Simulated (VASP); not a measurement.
# Ge (I4_1/amd) in VASP: notebook

Ge is run at these levels: PBE-based screened hybrid with 25 % exact exchange, PBEsol; tasks: single point.

Program: VASP 6.6.1. These are calculated values, not measurements. Logs are shortened: lines on timing, memory, paths and dates and some standing lists are left out, and cuts for length are marked.

## (1) The cell of the first run

It takes space group I4_1/amd (No. 141, tetragonal). The conventional cell has a = 5.149 Å, b = 5.149 Å, c = 2.795 Å, α = 90.00°, β = 90.00°, γ = 90.00°. Within 3.5 Å of Ge (site symmetry -4m2) lie 10 Ge at 2.67 to 3.32 Å.

## (2) Single point, PBE-based screened hybrid with 25 % exact exchange

File POSCAR:

```
Ge
1.0
   -2.5744897190      2.5744897190      1.3974126432
    2.5744897190     -2.5744897190      1.3974126432
    2.5744897190      2.5744897190     -1.3974126432
Ge
2
Direct
    0.5000000000      0.5000000000      0.0000000000
    0.2500000000      0.7500000000      0.5000000000
```

File INCAR.step1:

```
SYSTEM = Ge
PREC     = Accurate       ! precision mode
ENCUT    = 410            ! plane-wave cutoff, eV
EDIFF    = 1E-5           ! SCF threshold, eV
ISMEAR   = -1             ! smearing method
SIGMA    = 0.05           ! smearing width, eV
LREAL    = .False.        ! projectors in reciprocal space
LASPH    = .True.         ! aspherical terms in the spheres
NELM     = 120            ! most SCF steps
ALGO     = Normal         ! electronic algorithm
ISIF     = 2              ! what is computed and relaxed
LWAVE    = .True.         ! write WAVECAR
LCHARG   = .False.        ! write CHGCAR
GGA      = PE             ! functional
NBANDS   = 21             ! bands
GGA_COMPAT= .False.      
KPAR     = 4
```

File INCAR.step2:

```
SYSTEM = Ge
PREC     = Accurate       ! precision mode
ENCUT    = 410            ! plane-wave cutoff, eV
EDIFF    = 1E-6           ! SCF threshold, eV
ISMEAR   = -1             ! smearing method
SIGMA    = 0.05           ! smearing width, eV
LREAL    = .False.        ! projectors in reciprocal space
LASPH    = .True.         ! aspherical terms in the spheres
NELM     = 120            ! most SCF steps
ALGO     = Normal         ! electronic algorithm
ISIF     = 2              ! what is computed and relaxed
LWAVE    = .False.        ! write WAVECAR
LCHARG   = .False.        ! write CHGCAR
GGA      = PE             ! functional
LHFCALC  = .True.         ! exact exchange
AEXX     = 0.25           ! exact-exchange fraction
HFSCREEN = 0.3            ! screening, 1/A
PRECFOCK = Normal       
ISTART   = 1            
NBANDS   = 21             ! bands
GGA_COMPAT= .False.      
KPAR     = 4
```

File KPOINTS:

```
regular mesh
0
Gamma
  6 6 6
  0 0 0
```

Potentials or basis: VASP PAW PBE potentials, release 64 (Ge_d).

Command:

```sh
$ cat potpaw_PBE.64/Ge_d/POTCAR > POTCAR
$ cp INCAR.step1 INCAR
$ mpirun -np 4 vasp_std > vasp.out
$ cp INCAR.step2 INCAR
$ mpirun -np 4 vasp_std > vasp.out
```

OUTCAR:

```text
SYSTEM = Ge
   PREC = Accurate
   ENCUT = 410
   EDIFF = 1E-6
   ISMEAR = -1
   LREAL = .False.
   LASPH = .True.
   NELM = 120
   ISIF = 2
   GGA = PE
   LHFCALC = .True.
   AEXX = 0.25
   HFSCREEN = 0.3
   PRECFOCK = Normal
   ISTART = 1

 ion  position               nearest neighbor table
   1  0.500  0.500  0.000-   2 2.67   2 2.67   2 2.67   2 2.67
   2  0.250  0.750  0.500-   1 2.67   1 2.67   1 2.67   1 2.67

  LATTYP: Found a body centered tetragonal cell.
 ALAT       =     5.1489794380
 C/A-ratio  =     0.5427920853

  Lattice vectors:

 A1 = (  -2.5744897190,   2.5744897190,   1.3974126432)
 A2 = (   2.5744897190,  -2.5744897190,   1.3974126432)
 A3 = (   2.5744897190,   2.5744897190,  -1.3974126432)

Analysis of symmetry for initial positions (statically):
=====================================================================
 Subroutine PRICEL returns:
 Original cell was already a primitive cell.

 Routine SETGRP: Setting up the symmetry group for a
 body centered tetragonal supercell.

 Subroutine GETGRP returns: Found 16 space group operations
 (whereof  8 operations were pure point group operations)
 out of a pool of 16 trial point group operations.

The static configuration has the point symmetry D_2d.
 The point group associated with its full space group is D_4h.

Analysis of symmetry for dynamics (positions and initial velocities):
=====================================================================
 Subroutine PRICEL returns:
 Original cell was already a primitive cell.

 Routine SETGRP: Setting up the symmetry group for a
 body centered tetragonal supercell.

 Subroutine GETGRP returns: Found 16 space group operations
 (whereof  8 operations were pure point group operations)
 out of a pool of 16 trial point group operations.

The dynamic configuration has the point symmetry D_2d.
 The point group associated with its full space group is D_4h.

 Subroutine INISYM returns: Found 16 space group operations
 (whereof  8 operations are pure point group operations),
 and found     1 'primitive' translations

----------------------------------------------------------------------------------------

                                     Primitive cell

  volume of cell :      37.0482

  direct lattice vectors                    reciprocal lattice vectors
    -2.574489719  2.574489719  1.397412643     0.000000000  0.194213244  0.357804119
     2.574489719 -2.574489719  1.397412643     0.194213244  0.000000000  0.357804119
     2.574489719  2.574489719 -1.397412643     0.194213244  0.194213244  0.000000000

  length of vectors
     3.899840602  3.899840602  3.899840602     0.407114937  0.407114937  0.274659004

  position of ions in fractional coordinates (direct lattice)
     0.500000000  0.500000000  0.000000000
     0.250000000  0.750000000  0.500000000

  ion indices of the primitive-cell ions
   primitive index   ion index
                 1           1
                 2           2

----------------------------------------------------------------------------------------

 KPOINTS: regular mesh

Automatic generation of k-mesh.
 Grid dimensions read from file:
 generate k-points for:    6    6    6

 Generating k-lattice:

  Cartesian coordinates                     Fractional coordinates (reciprocal lattice)
     0.000000000  0.032368874  0.059634020     0.166666667  0.000000000  0.000000000
     0.032368874  0.000000000  0.059634020     0.000000000  0.166666667  0.000000000
     0.032368874  0.032368874  0.000000000     0.000000000  0.000000000  0.166666667

  Length of vectors
     0.067852489  0.067852489  0.045776501

  Shift w.r.t. Gamma in fractional coordinates (k-lattice)
     0.000000000  0.000000000  0.000000000

 Subroutine IBZKPT returns following result:
 ===========================================

 Found     30 irreducible k-points:

 Following reciprocal coordinates:
            Coordinates               Weight
  0.000000  0.000000  0.000000      1.000000
  0.166667  0.000000 -0.000000      8.000000
  0.333333 -0.000000  0.000000      8.000000
  0.500000  0.000000 -0.000000      4.000000
  0.166667  0.166667 -0.000000      8.000000
  0.333333  0.166667  0.000000     16.000000
[... 16 lines left out ...]
 -0.333333 -0.333333  0.166667      8.000000
 -0.166667 -0.333333  0.166667      8.000000
 [... further k-points ...]
   k-points           NKPTS =     30   k-points in BZ     NKDIM =    216   number of bands    NBANDS=     21
   number of dos      NEDOS =    301   number of ions     NIONS =      2
   total plane-waves  NPLWV =  21952
   dimension x,y,z NGX =    28 NGY =   28 NGZ =   28
   dimension x,y,z NGXF=    56 NGYF=   56 NGZF=   56
   ions per type =               2
   NGX,Y,Z   is equivalent  to a cutoff of  11.94, 11.94, 11.94 a.u.
   NGXF,Y,Z  is equivalent  to a cutoff of  23.87, 23.87, 23.87 a.u.
 SYSTEM =  Ge
   PREC   = accura    normal or accurate (medium, high low for compatibility)
   ISTART =      1    job   : 0-new  1-cont  2-samecut
   ICHARG =      0    charge: 1-file 2-atom 10-const
   ISPIN  =      1    spin polarized calculation?
   LNONCOLLINEAR =      F non collinear calculations
   LSORBIT =      F    spin-orbit coupling
   LASPH  =      T    aspherical Exc in radial PAW
   ENCUT  =  410.0 eV  30.13 Ry    5.49 a.u.   6.44  6.44  6.44*2*pi/ulx,y,z
   NELM   =    120;   NELMIN=  2; NELMDL=  0     # of ELM steps
   EDIFF  = 0.1E-05   stopping-criterion for ELM
   LREAL  =      F    real-space projection
   EDIFFG = 0.1E-04   stopping-criterion for IOM
   NSW    =      0    number of steps for IOM
   IBRION =     -1    ionic relax: 0-MD 1-quasi-New 2-CG
   NFREE  =      0    steps in history (QN), initial steepest desc. (CG)
   ISIF   =      2    stress and relaxation
   ISYM   =      3    0-nonsym 1-usesym 2-fastsym
   POTIM  = 0.5000    time-step for ionic-motion
   TEBEG  =    0.0;   TEEND  =   0.0 temperature during run
   PSTRESS=    0.0 pullay stress
   NELECT =      28.0000    total number of electrons
   NUPDOWN=      -1.0000    fix difference up-down
   EMIN   =  10.00;   EMAX   =-10.00  energy-range for DOS
   EFERMI =   0.00;   METHOD = LEGACY
   ISMEAR =    -1;   SIGMA  =   0.05  broadening in eV -4-tet -1-fermi 0-gaus
   EFERMI_NEDOS =   21; number of points for ismear=-14 and -15
   IALGO  =     38    algorithm
   IMIX   =      1    mixing-type and parameters
     AMIX     =   0.40;   BMIX     =  1.00
     AMIX_MAG =   1.60;   BMIX_MAG =  1.00
  volume/ion in A,a.u.               =      18.52       125.01
  Fermi-wavevector in a.u.,A,eV,Ry     =   1.491209  2.817976 30.255333  2.223704
  Thomas-Fermi vector in A             =   2.603893
   LORBIT       =      0    0 simple, 1 ext, 2 COOP (PROOUT), +10 PAW based schemes
   GGA     = PE    functional components
   LHFCALC =     T    Hartree Fock is set to
   PRECFOCK=normal    Normal, Fast or Accurate (Low or Medium for compatibility)
   ENCUT4O =  -1.0   cutoff for four orbital integrals eV
   NKREDX  =     1    reduce k-point grid by
   NKREDY  =     1    reduce k-point grid by
   NKREDZ  =     1    reduce k-point grid by
   AEXX    =    0.2500 exact exchange contribution
   HFSCREEN=    0.3000 screening length (either q_TF or 0.3 A-1)
   HFSCREENC=   0.3000 screening length for correlation (either q_TF or 0.3 A-1)
   ENCUTFOCK=  -1.0 apply spherical cutoff to Coloumb kernel
   IVDW    =     0    specifies the selected vdW correction
   LEPSILON=     F    determine dielectric tensor
   LRPA    =     F    only Hartree local field effects (RPA)
 non-spin polarized calculation
  energy-cutoff  :      410.00
  volume of cell :       37.05
 maximum number of plane-waves:       717
 NGX is ok and might be reduce to    28
  NGX = 20; NGY = 20; NGZ = 20

 number of electron      28.0000030 magnetization

 Free energy of the ion-electron system (eV)
  ---------------------------------------------------
  ext. energy  EPLUGINS =         0.00000000
  ---------------------------------------------------
  free energy    TOTEN  =        -9.70813056 eV

  energy without entropy =       -9.70123132  energy(sigma->0) =       -9.70468094

 E-fermi :   6.9454     XC(G=0):  -9.4587

 val. band max:        6.8876106376   @ k =  -0.1667  -0.1667   0.1667
 cond. band min:       6.9843233828   @ k =  -0.1667   0.3333   0.1667
 fundamental gap:      0.0967127452
 Fermi energy:         6.9454131477

 k-point     1 :       0.0000    0.0000    0.0000
  band No.  band energies     occupation
      1     -21.2461      2.00000
      2     -21.2138      2.00000
      3     -21.1817      2.00000
      4     -21.1649      2.00000
      5     -21.0726      2.00000
      6     -21.0726      2.00000
[... 13 lines left out ...]
     20      18.9496      0.00000
     21      19.9356      0.00000

 k-point     2 :       0.1667    0.0000   -0.0000
  band No.  band energies     occupation
      1     -21.2357      2.00000
      2     -21.1810      2.00000
      3     -21.1522      2.00000
      4     -21.1443      2.00000
      5     -21.0951      2.00000
      6     -21.0857      2.00000
[... 13 lines left out ...]
     20      17.4220      0.00000
     21      18.1794      0.00000

 k-point     3 :       0.3333   -0.0000    0.0000
  band No.  band energies     occupation
      1     -21.2138      2.00000
      2     -21.1438      2.00000
      3     -21.1431      2.00000
      4     -21.1357      2.00000
      5     -21.1105      2.00000
      6     -21.0942      2.00000
[... 13 lines left out ...]
     20      15.3533      0.00000
     21      19.1852      0.00000

 k-point     4 :       0.5000    0.0000   -0.0000
  band No.  band energies     occupation
      1     -21.2023      2.00000
      2     -21.1650      2.00000
      3     -21.1571      2.00000
      4     -21.1309      2.00000
      5     -21.1060      2.00000
      6     -21.0943      2.00000
[... 13 lines left out ...]
     20      19.0242      0.00000
     21      20.0391      0.00000

 k-point     5 :       0.1667    0.1667   -0.0000
  band No.  band energies     occupation
      1     -21.2213      2.00000
      2     -21.1506      2.00000
      3     -21.1361      2.00000
      4     -21.1143      2.00000
      5     -21.1092      2.00000
      6     -21.1037      2.00000
[... 13 lines left out ...]
     20      16.1776      0.00000
     21      17.0022      0.00000
[... 382 lines left out ...]
     20      20.6621      0.00000
     21      21.6349      0.00000

 k-point    22 :      -0.1667    0.5000    0.1667
  band No.  band energies     occupation
      1     -21.1908      2.00000
      2     -21.1538      2.00000
      3     -21.1365      2.00000
      4     -21.1332      2.00000
      5     -21.0957      2.00000
      6     -21.0889      2.00000
[... 13 lines left out ...]
     20      20.1458      0.00000
     21      20.4745      0.00000

 k-point    23 :      -0.3333   -0.3333    0.1667
  band No.  band energies     occupation
      1     -21.1913      2.00000
      2     -21.1547      2.00000
      3     -21.1149      2.00000
      4     -21.1129      2.00000
      5     -21.1052      2.00000
      6     -21.0959      2.00000
[... 13 lines left out ...]
     20      19.5562      0.00000
     21      20.9073      0.00000

 k-point    24 :      -0.1667   -0.3333    0.1667
  band No.  band energies     occupation
      1     -21.2065      2.00000
      2     -21.1524      2.00000
      3     -21.1438      2.00000
      4     -21.1169      2.00000
      5     -21.1112      2.00000
      6     -21.1047      2.00000
[... 13 lines left out ...]
     20      18.5794      0.00000
     21      20.9094      0.00000

 [... further k-points ...]

------------------------ aborting loop because EDIFF is reached ----------------------------------------

  FORCE on cell =-STRESS in cart. coord.  units (eV):
  Direction    XX          YY          ZZ          XY          YZ          ZX
  --------------------------------------------------------------------------------------
  -------------------------------------------------------------------------------------
  Total        0.1484121      0.1484121     -0.2162051      0.0000000      0.0000000      0.0000000
  in kB        6.4181950      6.4181950     -9.3499566      0.0000000      0.0000000      0.0000000
  external PRESSURE =       1.1621445 kB  Pullay stress =       0.0000000 kB

 VOLUME and BASIS-vectors are now :
 -----------------------------------------------------------------------------
  energy-cutoff  :      410.00
  volume of cell :       37.05
      direct lattice vectors                 reciprocal lattice vectors
    -2.574489719  2.574489719  1.397412643     0.000000000  0.194213244  0.357804119
     2.574489719 -2.574489719  1.397412643     0.194213244  0.000000000  0.357804119
     2.574489719  2.574489719 -1.397412643     0.194213244  0.194213244  0.000000000

 POSITION                                       TOTAL-FORCE (eV/Angst)
 -----------------------------------------------------------------------------------
      0.00000      0.00000      1.39741        -0.000000      0.000000     -0.000000
      2.57449      0.00000      0.69871         0.000000     -0.000000      0.000000
 -----------------------------------------------------------------------------------
    total drift:                                0.000000      0.000000      0.000000

  FREE ENERGIE OF THE ION-ELECTRON SYSTEM (eV)
  ---------------------------------------------------
  free  energy   TOTEN  =        -9.7081305629 eV

  energy  without entropy=       -9.7012313170  energy(sigma->0) =       -9.70468094
```

Run time: 39 min. Hardware: 4 MPI ranks of AMD EPYC 7R43 (Zen 3), shared host; peak memory 0.22 GiB.

Results:

- Free energy: -9.7081 eV
- Pressure: 0.1 GPa
- Band gap on the k mesh: zero (bands 14 and 15 overlap by 5.32 eV)

Stress tensor (GPa, compression positive):
```
 0.64  0.00  0.00
 0.00  0.64  0.00
 0.00  0.00 -0.93
```

Levels at points of the mesh, in eV from the Fermi level:
```tsv
k point	band 10	band 11	band 12	band 13	band 14	band 15	band 16	band 17	band 18	band 19
(0.00, 0.00, 0.00)	-27.88	-14.92	-4.47	-2.83	-2.83	3.29	8.15	8.15	8.71	9.01
(0.50, 0.00, 0.00)	-27.93	-9.02	-7.22	-2.94	-2.46	-1.75	2.50	3.79	5.82	9.23
(0.50, 0.50, 0.00)	-27.97	-11.87	-11.87	0.44	0.44	2.00	2.00	8.08	8.08	11.86
(0.50, 0.50, 0.50)	-28.01	-9.96	-9.96	-6.77	-6.77	6.55	6.55	11.85	11.85	16.17
```

Caveat: the k points lie up to 0.43 Å⁻¹ apart, too coarse for converged energies and pressures of a metal; the PAW data sets were made with another functional, which shifts forces and pressure a little.

## (3) Single point, PBEsol

This run uses another cell than the first one, of 14.66 Å³/atom.

File INCAR:

```
SYSTEM = Ge
PREC     = Accurate       ! precision mode
ENCUT    = 520            ! plane-wave cutoff, eV
EDIFF    = 1E-6           ! SCF threshold, eV
ISMEAR   = -1             ! smearing method
SIGMA    = 0.05           ! smearing width, eV
LREAL    = .FALSE.        ! projectors in reciprocal space
LASPH    = .TRUE.         ! aspherical terms in the spheres
NELM     = 60             ! most SCF steps
ALGO     = Normal         ! electronic algorithm
ISIF     = 2              ! what is computed and relaxed
LWAVE    = .FALSE.        ! write WAVECAR
LCHARG   = .FALSE.        ! write CHGCAR
GGA      = PS             ! functional
NBANDS   = 21             ! bands
```

File KPOINTS:

```
regular mesh
0
G
  11 11 11
  0 0 0
```

File POSCAR:

```
Ge
1.0
   -2.3857678106      2.3857678106      1.2879505039
    2.3857678106     -2.3857678106      1.2879505039
    2.3857678106      2.3857678106     -1.2879505039
Ge
2
Direct
    0.5000000000      0.5000000000      0.0000000000
    0.2500000000      0.7500000000      0.5000000000
```

Potentials or basis: VASP PAW PBE potentials, release 64 (Ge_d).

Command:

```sh
$ cat potpaw_PBE.64/Ge_d/POTCAR > POTCAR
$ mpirun -np 1 vasp_std > vasp.out
```

Wall time 30 s (1 thread of Intel Xeon 6975P-C (Granite Rapids), shared host); peak memory 0.18 GiB.

The run converged. Its results:

- Free energy: -8.9755 eV
- Pressure: 30.0 GPa
- Band gap on the k mesh: zero (bands 14 and 15 overlap by 6.42 eV)

Levels at points of the mesh, in eV from the Fermi level:
| k point | band 11 | band 12 | band 13 | band 14 | band 15 | band 16 | band 17 | band 18 |
| --- | --- | --- | --- | --- | --- | --- | --- | --- |
| (0.00, 0.00, 0.00) | -15.66 | -3.38 | -3.20 | -3.20 | 2.57 | 9.13 | 9.13 | 10.21 |

Caveat: the cell stands under pressure; the PAW data sets were made with another functional, which shifts forces and pressure a little.
